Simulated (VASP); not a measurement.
# W in VASP: a series of runs, part 2 of 2

VASP 6.6.1. Earlier steps stand in the parts before.

### 4 Single point, PBE

INCAR

```
PREC     = Accurate       # precision mode
ENCUT    = 520            # plane-wave cutoff, eV
EDIFF    = 1E-6           # SCF threshold, eV
ISMEAR   = -1             # smearing method
SIGMA    = 0.08           # smearing width, eV
LREAL    = F              # projectors in reciprocal space
LASPH    = T              # aspherical terms in the spheres
NELM     = 80             # most SCF steps
ALGO     = Normal         # electronic algorithm
ISIF     = 2              # what is computed and relaxed
LWAVE    = F              # write WAVECAR
LCHARG   = F              # write CHGCAR
LDIPOL   = T            
IDIPOL   = 3            
DIPOL    = 0.5 0.5 0.500
GGA      = PE             # functional
NBANDS   = 36             # bands
```

KPOINTS

```
Automatic mesh
0
Gamma
  11 11 1
```

POSCAR

```
W
1.0
    3.1834185696      0.0000000000      0.0000000000
    0.0000000000      3.1834185696      0.0000000000
    0.0000000000      0.0000000000     20.7751000000
W
4
Direct
    0.2500000000      0.2500000000      0.3929088520
    0.7500000000      0.7500000000      0.4580889118
    0.2500000000      0.2500000000      0.5419110884
    0.7500000000      0.7500000000      0.6070911472
```

Potentials or basis: VASP PAW PBE potentials, release 64 (W_sv).

Command:

```console
cat potpaw_PBE.64/W_sv/POTCAR > POTCAR
mpirun -np 1 vasp_std > vasp.out
```

OUTCAR:

```text
PREC = Accurate
   ENCUT = 520
   EDIFF = 1E-6
   ISMEAR = -1
   LREAL = F
   LASPH = T
   NELM = 80
   ISIF = 2
   GGA = PE

 ion  position               nearest neighbor table
   1  0.250  0.250  0.393-   2 2.63   2 2.63   2 2.63   2 2.63   3 3.10
   2  0.750  0.750  0.458-   1 2.63   1 2.63   1 2.63   1 2.63   3 2.85   3 2.85   3 2.85   3 2.85
                             4 3.10
   3  0.250  0.250  0.542-   4 2.63   4 2.63   4 2.63   4 2.63   2 2.85   2 2.85   2 2.85   2 2.85
                             1 3.10
   4  0.750  0.750  0.607-   3 2.63   3 2.63   3 2.63   3 2.63   2 3.10

  LATTYP: Found a simple tetragonal cell.
 ALAT       =     3.1834185696
 C/A-ratio  =     6.5260346843

  Lattice vectors:

 A1 = (   3.1834185696,   0.0000000000,   0.0000000000)
 A2 = (   0.0000000000,   3.1834185696,   0.0000000000)
 A3 = (   0.0000000000,   0.0000000000,  20.7751000000)

Analysis of symmetry for initial positions (statically):
=====================================================================
 Subroutine PRICEL returns:
 Original cell was already a primitive cell.
[... 179 lines left out ...]
 cond. band min:       0.6109573643   @ k =   0.2727   0.2727   0.0000
 fundamental gap:      0.0398585583
 Fermi energy:         0.6036927539

 k-point     1 :       0.0000    0.0000    0.0000
  band No.  band energies     occupation
      1     -73.2406      2.00000
      2     -73.1847      2.00000
      3     -73.0082      2.00000
      4     -72.9908      2.00000
      5     -37.7003      2.00000
      6     -37.7003      2.00000
[... 808 lines left out ...]
     35       3.9197      0.00000
     36       4.1233      0.00000

------------------------ aborting loop because EDIFF is reached ----------------------------------------

 vacuum level on the upper side and lower side of the slab       (xc-potential included)        -0.122        -0.122

  FORCE on cell =-STRESS in cart. coord.  units (eV):
  Direction    XX          YY          ZZ          XY          YZ          ZX
  --------------------------------------------------------------------------------------
  -------------------------------------------------------------------------------------
  Total       -1.7700920     -1.7700920      0.1211529      0.0000000      0.0000000      0.0000000
  in kB      -13.4702551    -13.4702551      0.9219639      0.0000000      0.0000000      0.0000000
  external PRESSURE =      -8.6728488 kB  Pullay stress =       0.0000000 kB

 VOLUME and BASIS-vectors are now :
 -----------------------------------------------------------------------------
  energy-cutoff  :      520.00
  volume of cell :      210.54
      direct lattice vectors                 reciprocal lattice vectors
     3.183418570  0.000000000  0.000000000     0.314127715  0.000000000  0.000000000
     0.000000000  3.183418570  0.000000000     0.000000000  0.314127715  0.000000000
     0.000000000  0.000000000 20.775100000     0.000000000  0.000000000  0.048134546

 POSITION                                       TOTAL-FORCE (eV/Angst)
 -----------------------------------------------------------------------------------
      0.79585      0.79585      8.16272         0.000000      0.000000     -0.041147
      2.38756      2.38756      9.51684         0.000000      0.000000      0.010151
      0.79585      0.79585     11.25826        -0.000000     -0.000000     -0.010151
      2.38756      2.38756     12.61238        -0.000000     -0.000000      0.041147
 -----------------------------------------------------------------------------------
    total drift:                               -0.000000      0.000000      0.000029

  FREE ENERGIE OF THE ION-ELECTRON SYSTEM (eV)
  ---------------------------------------------------
  free  energy   TOTEN  =       -46.8583635136 eV

  energy  without entropy=      -46.7572741039  energy(sigma->0) =      -46.80781881

 vacuum level on the upper side and lower side of the slab         4.595         4.595
```

OSZICAR:

```text
N       E                     dE             d eps       ncg     rms          rms(c)
DAV:   1     0.645538216372E+03    0.64554E+03   -0.35275E+04  1856   0.145E+03
DAV:   2    -0.246992445411E+02   -0.67024E+03   -0.65929E+03  1772   0.448E+02
[... 16 lines left out ...]
DAV:  19    -0.468583521119E+02   -0.61545E-05   -0.20067E-06  1276   0.108E-02    0.145E-03
DAV:  20    -0.468583537861E+02   -0.16742E-05   -0.10228E-06  1240   0.636E-03    0.293E-03
DAV:  21    -0.468583576524E+02   -0.38663E-05   -0.20653E-07  1068   0.298E-03    0.328E-03
DAV:  22    -0.468583607401E+02   -0.30877E-05   -0.83387E-08   976   0.217E-03    0.183E-03
DAV:  23    -0.468583631003E+02   -0.23602E-05   -0.78185E-08  1012   0.129E-03    0.102E-03
DAV:  24    -0.468583635136E+02   -0.41333E-06   -0.25474E-08   924   0.103E-03
   1 F= -.46858364E+02 E0= -.46807819E+02  d E =-.101089E+00
```

It took 4.5 min on 1 thread of Intel Xeon Platinum 8488C (Sapphire Rapids), shared host; peak memory 0.34 GiB.

What came out:

```
Free energy            : -46.8584 eV
Largest force          : 0.041 eV/Å
Band gap on the k mesh : zero (bands 28 and 29 overlap by 1.51 eV)
```

Forces on the atoms (eV/Å):
```
W    0.000  0.000 -0.041
W    0.000  0.000  0.010
W    0.000  0.000 -0.010
W    0.000  0.000  0.041
```

Levels at points of the mesh, in eV from the Fermi level:
```tsv
k point	band 26	band 27	band 28	band 29	band 30	band 31
(0.00, 0.00, 0.00)	-0.31	-0.14	-0.13	-0.13	-0.09	0.12
```

Caveat: spin-orbit coupling is left out, which moves the levels of the heavy elements.

### 5 Single point, PBE

INCAR

```
ALGO = Normal
DIPOL = 0.5 0.5 0.500
EDIFF = 1E-6
EFIELD = -0.3
ENCUT = 520
GGA = PE
IDIPOL = 3
ISIF = 2
ISMEAR = -1
LASPH = True
LCHARG = False
LDIPOL = True
LREAL = False
LWAVE = False
NBANDS = 36
NELM = 100
PREC = Accurate
SIGMA = 0.08
```

KPOINTS

```
k-points
0
Gamma
  11 11 1
```

POSCAR

```
W
1.0
    3.1834185696      0.0000000000      0.0000000000
    0.0000000000      3.1834185696      0.0000000000
    0.0000000000      0.0000000000     20.7751000000
W
4
Direct
    0.2500000000      0.2500000000      0.3929589940
    0.7500000000      0.7500000000      0.4581045758
    0.2500000000      0.2500000000      0.5418954242
    0.7500000000      0.7500000000      0.6070410055
```

Potentials or basis: VASP PAW PBE potentials, release 64 (W_sv).

Command:

```console
cat potpaw_PBE.64/W_sv/POTCAR > POTCAR
mpirun -np 1 vasp_std > vasp.out
```

OUTCAR:

```text
EDIFF = 1E-6
   ENCUT = 520
   GGA = PE
   ISIF = 2
   ISMEAR = -1
   LASPH = True
   LREAL = False
   NELM = 100
   PREC = Accurate

 ion  position               nearest neighbor table
   1  0.250  0.250  0.393-   2 2.63   2 2.63   2 2.63   2 2.63   3 3.09
   2  0.750  0.750  0.458-   1 2.63   1 2.63   1 2.63   1 2.63   3 2.85   3 2.85   3 2.85   3 2.85
                             4 3.09
   3  0.250  0.250  0.542-   4 2.63   4 2.63   4 2.63   4 2.63   2 2.85   2 2.85   2 2.85   2 2.85
                             1 3.09
   4  0.750  0.750  0.607-   3 2.63   3 2.63   3 2.63   3 2.63   2 3.09

  LATTYP: Found a simple tetragonal cell.
 ALAT       =     3.1834185696
 C/A-ratio  =     6.5260346843

[... 1020 lines left out ...]
  -------------------------------------------------------------------------------------
  Total       -1.7175341     -1.7175341      0.1467869      0.0000000      0.0000000      0.0000000
  in kB      -13.0702932    -13.0702932      1.1170364      0.0000000      0.0000000      0.0000000
  external PRESSURE =      -8.3411833 kB  Pullay stress =       0.0000000 kB

 VOLUME and BASIS-vectors are now :
 -----------------------------------------------------------------------------
  energy-cutoff  :      520.00
  volume of cell :      210.54
      direct lattice vectors                 reciprocal lattice vectors
     3.183418570  0.000000000  0.000000000     0.314127715  0.000000000  0.000000000
     0.000000000  3.183418570  0.000000000     0.000000000  0.314127715  0.000000000
     0.000000000  0.000000000 20.775100000     0.000000000  0.000000000  0.048134546

 POSITION                                       TOTAL-FORCE (eV/Angst)
 -----------------------------------------------------------------------------------
      0.79585      0.79585      8.16376         0.000000      0.000000     -0.052728
      2.38756      2.38756      9.51717         0.000000      0.000000      0.008779
      0.79585      0.79585     11.25793        -0.000000     -0.000000     -0.011921
      2.38756      2.38756     12.61134        -0.000000     -0.000000      0.055870
 -----------------------------------------------------------------------------------
    total drift:                               -0.000000     -0.000000      0.000069

  FREE ENERGIE OF THE ION-ELECTRON SYSTEM (eV)
  ---------------------------------------------------
  free  energy   TOTEN  =       -46.8799284406 eV

  energy  without entropy=      -46.7786432470  energy(sigma->0) =      -46.82928584

 vacuum level on the upper side and lower side of the slab         6.442         2.944
```

It used 230 s of CPU time on 1 thread of Intel(R) Xeon(R) Platinum 8488C (Sapphire Rapids), with other jobs on the host.

Results:

* Free energy: -46.8799 eV
* Largest force: 0.056 eV/Å
* Band gap on the k mesh: zero (bands 28 and 29 overlap by 1.51 eV)

Forces in eV/Å, atoms in the order of the input:
```
W    0.000  0.000 -0.053
W    0.000  0.000  0.009
W    0.000  0.000 -0.012
W    0.000  0.000  0.056
```

Levels at points of the mesh, in eV from the Fermi level:
```csv
k point,band 26,band 27,band 28,band 29,band 30,band 31
"(0.00, 0.00, 0.00)",-0.34,-0.14,-0.14,-0.14,-0.07,0.12
```

Caveat: spin-orbit coupling is left out, which moves the levels of the heavy elements.

### 6 Summary

```csv
cell,electric field (eV/Å),gap on the mesh (eV),largest force (eV/Å)
"as given, atomic positions A",-,none,1.98
"as given, atomic positions B",-,none,0.04
"as given, atomic positions B",-0.3 eV/Å,none,0.06
```

Alike in all rows: task single point; level PBE; potentials or basis VASP PAW PBE potentials, release 64 (W_sv); no spin polarisation; k mesh 11 × 11 × 1; cutoff (eV) 520; smearing fermi-dirac 0.08 eV.

Caveats: spin-orbit coupling is left out, which moves the levels of the heavy elements.

Total energies depend on the potentials used, so only differences within one code and one set of settings carry meaning.
